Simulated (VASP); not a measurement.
# Ta in VASP: notebook

The runs below take Ta through single point, with r2SCAN.

Everything below comes from runs of VASP 6.6.1. Logs are shortened: lines on timing, memory, paths and dates and some standing lists are left out, and cuts for length are marked.

## Step 1: The cell of the first run

The typed cell holds 1 atom: a = 2.744 Å, b = 2.744 Å, c = 2.912 Å, α = 71.80°, β = 71.80°, γ = 109.47°.

## Step 2: Single point, r2SCAN

Contents of POSCAR:

```
Ta
1.0
    2.7438861759     -0.0000022204     -0.0029352934
   -0.9146308186      2.5869599556     -0.0029352934
    0.9119984933      1.2897606380      2.4465288008
Ta
1
Direct
    0.0000000000      0.0000000000      0.0000000000
```

Contents of INCAR.step1:

```
PREC = Accurate
ENCUT = 520
ISMEAR = 0
SIGMA = 0.1
LREAL = False
LASPH = True
NELM = 60
NBANDS = 12
ISYM = 0
GGA = PE
ALGO = Normal
EDIFF = 1E-4
LWAVE = True
LCHARG = False
```

Contents of INCAR.step2:

```
PREC = Accurate
ENCUT = 520
EDIFF = 1E-6
ISMEAR = 0
SIGMA = 0.1
LREAL = False
LASPH = True
NELM = 60
ALGO = Normal
ISIF = 2
LWAVE = False
LCHARG = False
METAGGA = R2SCAN
LMIXTAU = True
NBANDS = 12
ISYM = 0
ISTART = 1
```

Contents of KPOINTS:

```
regular mesh
0
Gamma
  13 13 14
```

Potentials or basis: VASP PAW PBE potentials, release 64 (Ta_pv).

Command:

```console
$ cat potpaw_PBE.64/Ta_pv/POTCAR > POTCAR
$ cp INCAR.step1 INCAR
$ mpirun -np 1 vasp_std > vasp.out
$ cp INCAR.step2 INCAR
$ mpirun -np 1 vasp_std > vasp.out
```

OUTCAR:

```text
PREC = Accurate
   ENCUT = 520
   EDIFF = 1E-6
   ISMEAR = 0
   LREAL = False
   LASPH = True
   NELM = 60
   ISIF = 2
   METAGGA = R2SCAN
   ISYM = 0
   ISTART = 1

 ion  position               nearest neighbor table
   1  0.000  0.000  0.000-

IMPORTANT INFORMATION: All symmetrisations will be switched off!
NOSYMM: (Re-)initialisation of all symmetry stuff for point group C_1.

----------------------------------------------------------------------------------------

                                     Primitive cell

  volume of cell :      17.3870

  direct lattice vectors                    reciprocal lattice vectors
     2.743886176 -0.000002220 -0.002935293     0.364228970  0.128543772 -0.203540203
    -0.914630819  2.586959956 -0.002935293    -0.000217426  0.386246290 -0.203540203
     0.911998493  1.289760638  2.446528801     0.000436733  0.000617634  0.408253972

  length of vectors
     2.743887746  2.743887746  2.912168767     0.436594615  0.436594615  0.408254672

  position of ions in fractional coordinates (direct lattice)
     0.000000000  0.000000000  0.000000000

  ion indices of the primitive-cell ions
   primitive index   ion index
                 1           1

----------------------------------------------------------------------------------------

 KPOINTS: regular mesh

Automatic generation of k-mesh.
 Grid dimensions read from file:
 generate k-points for:   13   13   14

 Generating k-lattice:

  Cartesian coordinates                     Fractional coordinates (reciprocal lattice)
     0.028017613  0.009887982 -0.015656939     0.076923077 -0.000000000  0.000000000
    -0.000016725  0.029711253 -0.015656939    -0.000000000  0.076923077  0.000000000
     0.000031195  0.000044117  0.029160998     0.000000000  0.000000000  0.071428571

  Length of vectors
     0.033584201  0.033584201  0.029161048

  Shift w.r.t. Gamma in fractional coordinates (k-lattice)
     0.000000000  0.000000000  0.000000000

 Subroutine IBZKPT returns following result:
 ===========================================

 Found   1184 irreducible k-points:

 Following reciprocal coordinates:
            Coordinates               Weight
  0.000000  0.000000  0.000000      1.000000
  0.076923  0.000000 -0.000000      2.000000
  0.000000 -0.076923  0.000000      2.000000
[... 44 lines left out ...]
   IBRION =     -1    ionic relax: 0-MD 1-quasi-New 2-CG
   NFREE  =      0    steps in history (QN), initial steepest desc. (CG)
   ISIF   =      2    stress and relaxation
   ISYM   =      0    0-nonsym 1-usesym 2-fastsym
   POTIM  = 0.5000    time-step for ionic-motion
   TEBEG  =    0.0;   TEEND  =   0.0 temperature during run
   PSTRESS=    0.0 pullay stress
   NELECT =      11.0000    total number of electrons
   NUPDOWN=      -1.0000    fix difference up-down
   EMIN   =  10.00;   EMAX   =-10.00  energy-range for DOS
   EFERMI =   0.00;   METHOD = LEGACY
   ISMEAR =     0;   SIGMA  =   0.10  broadening in eV -4-tet -1-fermi 0-gaus
   EFERMI_NEDOS =   21; number of points for ismear=-14 and -15
   IALGO  =     38    algorithm
   IMIX   =      4    mixing-type and parameters
     AMIX     =   0.40;   BMIX     =  1.00
     AMIX_MAG =   1.60;   BMIX_MAG =  1.00
  volume/ion in A,a.u.               =      17.39       117.33
  Fermi-wavevector in a.u.,A,eV,Ry     =   1.405391  2.655805 26.873209  1.975125
  Thomas-Fermi vector in A             =   2.527857
   LORBIT       =      0    0 simple, 1 ext, 2 COOP (PROOUT), +10 PAW based schemes
   METAGGA = R2SCAN    functional components
   LHFCALC =     F    Hartree Fock is set to
   AEXX    =    0.0000 exact exchange contribution
   IVDW    =     0    specifies the selected vdW correction
   LEPSILON=     F    determine dielectric tensor
   LRPA    =     F    only Hartree local field effects (RPA)
 non-spin polarized calculation
 Gauss-broadening in eV      SIGMA  =   0.10
  energy-cutoff  :      520.00
  volume of cell :       17.39
 maximum number of plane-waves:       483
   NGX = 11   NGY = 11   NGZ = 11

 number of electron      11.0000000 magnetization

 Free energy of the ion-electron system (eV)
  ---------------------------------------------------
  ext. energy  EPLUGINS =         0.00000000
  ---------------------------------------------------
  free energy    TOTEN  =       -48.51743591 eV

  energy without entropy =      -48.51095606  energy(sigma->0) =      -48.51419599

 E-fermi :   5.6273     XC(G=0): -13.9678

 val. band max:        5.6272318197   @ k =  -0.2308   0.3077   0.0714
 cond. band min:       5.6287846312   @ k =  -0.1538  -0.4615   0.5000
 fundamental gap:      0.0015528115
 Fermi energy:         5.6272805099

 k-point     1 :       0.0000    0.0000    0.0000
  band No.  band energies     occupation
      1     -28.6070      2.00000
      2     -28.4171      2.00000
      3     -28.2890      2.00000
      4      -2.8372      2.00000
      5       5.7922      0.01969
      6       5.8696      0.00061
      7       7.5246      0.00000
      8       9.9150      0.00000
      9      10.5555      0.00000
     10      17.9479      0.00000
     11      20.4382      0.00000
     12      22.1723      0.00000
[... 331 lines left out ...]
 k-point    24 :      -0.0769   -0.4615    0.0000
  band No.  band energies     occupation
      1     -29.8452      2.00000
      2     -28.9258      2.00000
      3     -28.4834      2.00000
      4       1.1365      2.00000
      5       3.7833      2.00000
      6       7.0147      0.00000
      7       9.9823      0.00000
      8      11.4552      0.00000
      9      14.1543      0.00000
     10      17.9388      0.00000
     11      18.5658      0.00000
     12      18.8017      0.00000

 [... further k-points ...]

------------------------ aborting loop because EDIFF is reached ----------------------------------------

  FORCE on cell =-STRESS in cart. coord.  units (eV):
  Direction    XX          YY          ZZ          XY          YZ          ZX
  --------------------------------------------------------------------------------------
  -------------------------------------------------------------------------------------
  Total        1.5678443      1.5572561      0.0816528     -0.0149746     -0.0070323     -0.0049724
  in kB      144.4735249    143.4978418      7.5241322     -1.3798808     -0.6480124     -0.4581989
  external PRESSURE =      98.4984996 kB  Pullay stress =       0.0000000 kB

 VOLUME and BASIS-vectors are now :
 -----------------------------------------------------------------------------
  energy-cutoff  :      520.00
  volume of cell :       17.39
      direct lattice vectors                 reciprocal lattice vectors
     2.743886176 -0.000002220 -0.002935293     0.364228970  0.128543772 -0.203540203
    -0.914630819  2.586959956 -0.002935293    -0.000217426  0.386246290 -0.203540203
     0.911998493  1.289760638  2.446528801     0.000436733  0.000617634  0.408253972

 POSITION                                       TOTAL-FORCE (eV/Angst)
 -----------------------------------------------------------------------------------
      0.00000      0.00000      0.00000         0.000000     -0.000000      0.000000
 -----------------------------------------------------------------------------------
    total drift:                                0.000000     -0.000000      0.000000

  FREE ENERGIE OF THE ION-ELECTRON SYSTEM (eV)
  ---------------------------------------------------
  free  energy   TOTEN  =       -48.5174359146 eV

  energy  without entropy=      -48.5109560624  energy(sigma->0) =      -48.51419599
```

OUTCAR.step1:

```text
PREC = Accurate
   ENCUT = 520
   ISMEAR = 0
   LREAL = False
   LASPH = True
   NELM = 60
[... 537 lines left out ...]

 POSITION                                       TOTAL-FORCE (eV/Angst)
 -----------------------------------------------------------------------------------
      0.00000      0.00000      0.00000        -0.000001      0.000001     -0.000000
 -----------------------------------------------------------------------------------
    total drift:                               -0.000001      0.000001     -0.000000

  FREE ENERGIE OF THE ION-ELECTRON SYSTEM (eV)
  ---------------------------------------------------
  free  energy   TOTEN  =       -11.7379722921 eV

  energy  without entropy=      -11.7306373122  energy(sigma->0) =      -11.73430480
```

Run time: 15 min. Hardware: 1 thread of Oxide Virtual Turin-like, shared host; peak memory 0.3 GiB.

Results:

| Property | Result |
| --- | --- |
| Free energy | -48.5174 eV |
| Pressure | 9.8 GPa |
| Band gap on the k mesh | zero (an odd number of electrons rules out a gap without spin polarisation) |

Stress tensor (GPa, compression positive):
```
14.45 -0.14 -0.05
-0.14 14.35 -0.06
-0.05 -0.06  0.75
```

Caveat: the stress differs along the axes, from 1 to 14 GPa; the PAW data sets were made with another functional, which shifts forces and pressure a little; spin-orbit coupling is left out, which moves the levels of the heavy elements.

## Step 3: Single point, r2SCAN

This run uses another cell than the first one, of 17.45 Å³/atom.

Contents of POSCAR:

```
Ta
1.0
    2.7438877459      0.0000000000      0.0000000000
   -0.9146292486      2.5869621759      0.0000000000
    0.9146292486      1.2934810879      2.4577404379
Ta
1
Direct
    0.0000000000      0.0000000000      0.0000000000
```

Contents of INCAR.step1:

```
SYSTEM = Ta
PREC = Accurate ; ENCUT = 520
ISMEAR = 0 ; SIGMA = 0.1
LREAL = .FALSE. ; LASPH = .TRUE.
NELM = 100 ; ISYM = 0
NBANDS = 12 ; GGA = PE
ALGO = Normal ; EDIFF = 1E-4
LWAVE = .TRUE. ; LCHARG = .FALSE.
```

Contents of INCAR.step2:

```
SYSTEM = Ta
PREC = Accurate ; ENCUT = 520
EDIFF = 1E-7 ; ISMEAR = 0
SIGMA = 0.1 ; LREAL = .FALSE.
LASPH = .TRUE. ; NELM = 100
ALGO = Normal ; ISIF = 2
LWAVE = .FALSE. ; LCHARG = .FALSE.
METAGGA = R2SCAN ; LMIXTAU = .TRUE.
ISYM = 0 ; NBANDS = 12
ISTART = 1
```

Contents of KPOINTS:

```
Automatic mesh
0
G
  13 13 14
  0 0 0
```

Potentials or basis: VASP PAW PBE potentials, release 64 (Ta_pv).

Command:

```console
$ cat potpaw_PBE.64/Ta_pv/POTCAR > POTCAR
$ cp INCAR.step1 INCAR
$ mpirun -np 1 vasp_std > vasp.out
$ cp INCAR.step2 INCAR
$ mpirun -np 1 vasp_std > vasp.out
```

Wall time 8.9 min (1 thread of Oxide Virtual Turin-like, shared host); peak memory 0.3 GiB.

It converged, with:

* Free energy: -48.5175 eV
* Pressure: 9.1 GPa
* Band gap on the k mesh: zero (an odd number of electrons rules out a gap without spin polarisation)

Stress tensor (GPa, compression positive):
```
13.82 -0.22 -0.20
-0.22 13.66 -0.28
-0.20 -0.28 -0.25
```

Levels at points of the mesh, in eV from the Fermi level:
| k point | band 2 | band 3 | band 4 | band 5 | band 6 | band 7 | band 8 | band 9 | band 10 | band 11 |
| --- | --- | --- | --- | --- | --- | --- | --- | --- | --- | --- |
| (0.00, 0.00, 0.00) | -34.06 | -33.93 | -8.45 | 0.13 | 0.22 | 1.93 | 4.28 | 4.93 | 12.31 | 14.75 |
| (0.00, 0.00, 0.50) | -34.32 | -33.94 | -4.89 | -1.53 | 0.65 | 4.46 | 5.96 | 7.79 | 11.49 | 12.31 |

Caveat: the stress differs along the axes, from -0 to 14 GPa; the PAW data sets were made with another functional, which shifts forces and pressure a little; spin-orbit coupling is left out, which moves the levels of the heavy elements.
